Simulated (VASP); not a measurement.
# Os (P6_3/mmc) in VASP: notebook

The runs below take Os through single point, with r2SCAN.

Program: VASP 6.6.1. These are calculated values, not measurements. Logs are shortened: lines on timing, memory, paths and dates and some standing lists are left out, and cuts for length are marked.

## Step 1: The cell of the first run

The structure is hexagonal, space group P6_3/mmc (No. 194). The conventional cell has a = 2.739 Å, b = 2.739 Å, c = 4.314 Å, α = 90.00°, β = 90.00°, γ = 120.00°. Os (site symmetry -6m2) has 12 Os at 2.67 to 2.74 Å within 3.5 Å.

## Step 2: Single point, r2SCAN

Contents of POSCAR:

```
Os
1.0
    2.7393806551      0.0000000000      0.0000000000
   -1.3696903275      2.3723732379      0.0000000000
    0.0000000000      0.0000000000      4.3138178725
Os
2
Direct
    0.3333333333      0.6666666667      0.2500000000
    0.6666666667      0.3333333333      0.7500000000
```

Contents of INCAR.step1:

```
SYSTEM = Os
  ALGO = Normal
  EDIFF = 1E-5
  ENCUT = 620
  GGA = PE
  GGA_COMPAT = .False.
  ISMEAR = -1
  LASPH = .True.
  LCHARG = .False.
  LREAL = .False.
  LWAVE = .True.
  NBANDS = 23
  NELM = 120
  PREC = Accurate
  SIGMA = 0.3
```

Contents of INCAR.step2:

```
SYSTEM = Os
  ALGO = Normal
  EDIFF = 1E-6
  ENCUT = 620
  GGA_COMPAT = .False.
  ISIF = 2
  ISMEAR = -1
  ISTART = 1
  LASPH = .True.
  LCHARG = .False.
  LMIXTAU = .True.
  LREAL = .False.
  LWAVE = .False.
  METAGGA = R2SCAN
  NBANDS = 23
  NELM = 120
  PREC = Accurate
  SIGMA = 0.3
```

Contents of KPOINTS:

```
k-points
0
Gamma
  13 13 7
  0 0 0
```

Potentials or basis: VASP PAW PBE potentials, release 64 (Os_sv_GW).

On the command line:

```
$ cat potpaw_PBE.64/Os_sv_GW/POTCAR > POTCAR
$ cp INCAR.step1 INCAR
$ mpirun -np 1 vasp_std > vasp.out
$ cp INCAR.step2 INCAR
$ mpirun -np 1 vasp_std > vasp.out
```

OUTCAR:

```text
SYSTEM = Os
   EDIFF = 1E-6
   ENCUT = 620
   ISIF = 2
   ISMEAR = -1
   ISTART = 1
   LASPH = .True.
   LREAL = .False.
   METAGGA = R2SCAN
   NELM = 120
   PREC = Accurate

 ion  position               nearest neighbor table
   1  0.333  0.667  0.250-   2 2.67   2 2.67   2 2.67   2 2.67   2 2.67   2 2.67
   2  0.667  0.333  0.750-   1 2.67   1 2.67   1 2.67   1 2.67   1 2.67   1 2.67

  LATTYP: Found a hexagonal cell.
 ALAT       =     2.7393806551
 C/A-ratio  =     1.5747420368

  Lattice vectors:

 A1 = (   2.7393806551,   0.0000000000,   0.0000000000)
 A2 = (  -1.3696903275,   2.3723732379,   0.0000000000)
 A3 = (   0.0000000000,   0.0000000000,   4.3138178725)

Analysis of symmetry for initial positions (statically):
=====================================================================
 Subroutine PRICEL returns:
 Original cell was already a primitive cell.

 Routine SETGRP: Setting up the symmetry group for a
 hexagonal supercell.

 Subroutine GETGRP returns: Found 24 space group operations
 (whereof 12 operations were pure point group operations)
 out of a pool of 24 trial point group operations.

The static configuration has the point symmetry D_3d.
 The point group associated with its full space group is D_6h.

Analysis of symmetry for dynamics (positions and initial velocities):
=====================================================================
 Subroutine PRICEL returns:
 Original cell was already a primitive cell.

 Routine SETGRP: Setting up the symmetry group for a
 hexagonal supercell.

 Subroutine GETGRP returns: Found 24 space group operations
 (whereof 12 operations were pure point group operations)
 out of a pool of 24 trial point group operations.

The dynamic configuration has the point symmetry D_3d.
 The point group associated with its full space group is D_6h.

 Subroutine INISYM returns: Found 24 space group operations
 (whereof 12 operations are pure point group operations),
 and found     1 'primitive' translations

----------------------------------------------------------------------------------------

                                     Primitive cell

  volume of cell :      28.0348

  direct lattice vectors                    reciprocal lattice vectors
     2.739380655  0.000000000  0.000000000     0.365046018  0.210759417  0.000000000
    -1.369690328  2.372373238  0.000000000     0.000000000  0.421518834  0.000000000
     0.000000000  0.000000000  4.313817872     0.000000000  0.000000000  0.231813217

  length of vectors
     2.739380655  2.739380655  4.313817872     0.421518834  0.421518834  0.231813217

[... 79 lines left out ...]
   NELM   =    120;   NELMIN=  2; NELMDL=  0     # of ELM steps
   EDIFF  = 0.1E-05   stopping-criterion for ELM
   LREAL  =      F    real-space projection
   EDIFFG = 0.1E-04   stopping-criterion for IOM
   NSW    =      0    number of steps for IOM
   IBRION =     -1    ionic relax: 0-MD 1-quasi-New 2-CG
   NFREE  =      0    steps in history (QN), initial steepest desc. (CG)
   ISIF   =      2    stress and relaxation
   ISYM   =      2    0-nonsym 1-usesym 2-fastsym
   POTIM  = 0.5000    time-step for ionic-motion
   TEBEG  =    0.0;   TEEND  =   0.0 temperature during run
   PSTRESS=    0.0 pullay stress
   NELECT =      32.0000    total number of electrons
   NUPDOWN=      -1.0000    fix difference up-down
   EMIN   =  10.00;   EMAX   =-10.00  energy-range for DOS
   EFERMI =   0.00;   METHOD = LEGACY
   ISMEAR =    -1;   SIGMA  =   0.30  broadening in eV -4-tet -1-fermi 0-gaus
   EFERMI_NEDOS =   21; number of points for ismear=-14 and -15
   IALGO  =     38    algorithm
   IMIX   =      4    mixing-type and parameters
     AMIX     =   0.40;   BMIX     =  1.00
     AMIX_MAG =   1.60;   BMIX_MAG =  1.00
  volume/ion in A,a.u.               =      14.02        94.59
  Fermi-wavevector in a.u.,A,eV,Ry     =   1.710904  3.233141 39.826893  2.927194
  Thomas-Fermi vector in A             =   2.789117
   LORBIT       =      0    0 simple, 1 ext, 2 COOP (PROOUT), +10 PAW based schemes
   METAGGA = R2SCAN    functional components
   LHFCALC =     F    Hartree Fock is set to
   AEXX    =    0.0000 exact exchange contribution
   IVDW    =     0    specifies the selected vdW correction
   LEPSILON=     F    determine dielectric tensor
   LRPA    =     F    only Hartree local field effects (RPA)
 non-spin polarized calculation
  energy-cutoff  :      620.00
  volume of cell :       28.03
 maximum number of plane-waves:      1008
 NGX is ok and might be reduce to    24
   NGX = 11   NGY = 11   NGZ = 17

 number of electron      32.0000000 magnetization

 Free energy of the ion-electron system (eV)
  ---------------------------------------------------
  ext. energy  EPLUGINS =         0.00000000
  ---------------------------------------------------
  free energy    TOTEN  =      -108.36193965 eV

  energy without entropy =     -107.99140426  energy(sigma->0) =     -108.17667196

 E-fermi :  13.5815     XC(G=0): -16.0035

 val. band max:       13.5772282988   @ k =   0.3077   0.2308   0.2857
 cond. band min:      13.5855189633   @ k =   0.2308   0.2308   0.1429
 fundamental gap:      0.0082906645
 Fermi energy:        13.5814983856

 k-point     1 :       0.0000    0.0000    0.0000
  band No.  band energies     occupation
      1     -75.2057      2.00000
      2     -75.0740      2.00000
      3     -34.5817      2.00000
      4     -33.5845      2.00000
      5     -33.5845      2.00000
      6     -33.3934      2.00000
[... 613 lines left out ...]
     22      28.8091      0.00000
     23      30.9380      0.00000

 [... further k-points ...]

------------------------ aborting loop because EDIFF is reached ----------------------------------------

  FORCE on cell =-STRESS in cart. coord.  units (eV):
  Direction    XX          YY          ZZ          XY          YZ          ZX
  --------------------------------------------------------------------------------------
  -------------------------------------------------------------------------------------
  Total        0.0298078      0.0298078      0.3348130      0.0000000      0.0000000      0.0000000
  in kB        1.7035032      1.7035032     19.1344373      0.0000000      0.0000000      0.0000000
  external PRESSURE =       7.5138146 kB  Pullay stress =       0.0000000 kB

 VOLUME and BASIS-vectors are now :
 -----------------------------------------------------------------------------
  energy-cutoff  :      620.00
  volume of cell :       28.03
      direct lattice vectors                 reciprocal lattice vectors
     2.739380655  0.000000000  0.000000000     0.365046018  0.210759417  0.000000000
    -1.369690328  2.372373238  0.000000000     0.000000000  0.421518834  0.000000000
     0.000000000  0.000000000  4.313817872     0.000000000  0.000000000  0.231813217

 POSITION                                       TOTAL-FORCE (eV/Angst)
 -----------------------------------------------------------------------------------
     -0.00000      1.58158      1.07845         0.000000     -0.000000      0.000000
      1.36969      0.79079      3.23536        -0.000000      0.000000      0.000000
 -----------------------------------------------------------------------------------
    total drift:                                0.000000     -0.000000      0.000000

  FREE ENERGIE OF THE ION-ELECTRON SYSTEM (eV)
  ---------------------------------------------------
  free  energy   TOTEN  =      -108.3619396502 eV

  energy  without entropy=     -107.9914042643  energy(sigma->0) =     -108.17667196
```

Wall time 2.1 min (1 thread of Intel Xeon Platinum 8488C (Sapphire Rapids), shared host); peak memory 0.21 GiB.

Results:

```
Free energy            : -108.3619 eV
Pressure               : 0.8 GPa
Band gap on the k mesh : zero (bands 16 and 17 overlap by 3.99 eV)
```

Levels at points of the mesh, in eV from the Fermi level:
```
           k point  band 12  band 13  band 14  band 15  band 16  band 17  band 18  band 19  band 20  band 21
(0.00, 0.00, 0.00)    -3.19    -2.88    -2.31    -2.31    -1.69    -1.69    -0.03     1.72     1.72     9.51
```

Caveat: so wide a smearing shifts energies and pressures; the PAW data sets were made with another functional, which shifts forces and pressure a little; spin-orbit coupling is left out, which moves the levels of the heavy elements.

## Step 3: Single point, r2SCAN

POSCAR is that of step 2.

Contents of INCAR.step1:

```
ALGO = Normal ; EDIFF = 1E-5
ENCUT = 620 ; GGA = PE
GGA_COMPAT = F ; ISMEAR = 0
LASPH = T ; LCHARG = F
LREAL = F ; LWAVE = T
NBANDS = 23 ; NELM = 120
PREC = Accurate ; SIGMA = 0.01
```

Contents of INCAR.step2:

```
ALGO = Normal ; EDIFF = 1E-6
ENCUT = 620 ; GGA_COMPAT = F
ISIF = 2 ; ISMEAR = 0
ISTART = 1 ; LASPH = T
LCHARG = T ; LELF = T
LMIXTAU = T ; LREAL = F
LVHAR = T ; LWAVE = F
METAGGA = R2SCAN ; NBANDS = 23
NELM = 120 ; PREC = Accurate
SIGMA = 0.01
```

Contents of KPOINTS:

```
k-points
0
Gamma
  13 13 7
```

Potentials or basis: VASP PAW PBE potentials, release 64 (Os_sv_GW).

On the command line:

```
$ cat potpaw_PBE.64/Os_sv_GW/POTCAR > POTCAR
$ cp INCAR.step1 INCAR
$ mpirun -np 1 vasp_std > vasp.out
$ cp INCAR.step2 INCAR
$ mpirun -np 1 vasp_std > vasp.out
```

Run time: 98 s. Hardware: 1 thread of Intel Xeon 6975P-C (Granite Rapids), shared host; peak memory 0.21 GiB.

It converged, with:

```
Free energy            : -108.1858 eV
Pressure               : -1.0 GPa
Band gap on the k mesh : zero (bands 16 and 17 overlap by 3.99 eV)
```

Stress tensor (GPa, compression positive):
```
-0.85  0.00  0.00
 0.00 -0.85  0.00
 0.00  0.00 -1.32
```

Levels at points of the mesh, in eV from the Fermi level:
| k point | band 13 | band 14 | band 15 | band 16 | band 17 | band 18 | band 19 | band 20 |
| --- | --- | --- | --- | --- | --- | --- | --- | --- |
| (0.00, 0.00, 0.00) | -2.88 | -2.33 | -2.33 | -1.70 | -1.70 | -0.03 | 1.71 | 1.71 |

Caveat: the PAW data sets were made with another functional, which shifts forces and pressure a little; spin-orbit coupling is left out, which moves the levels of the heavy elements.
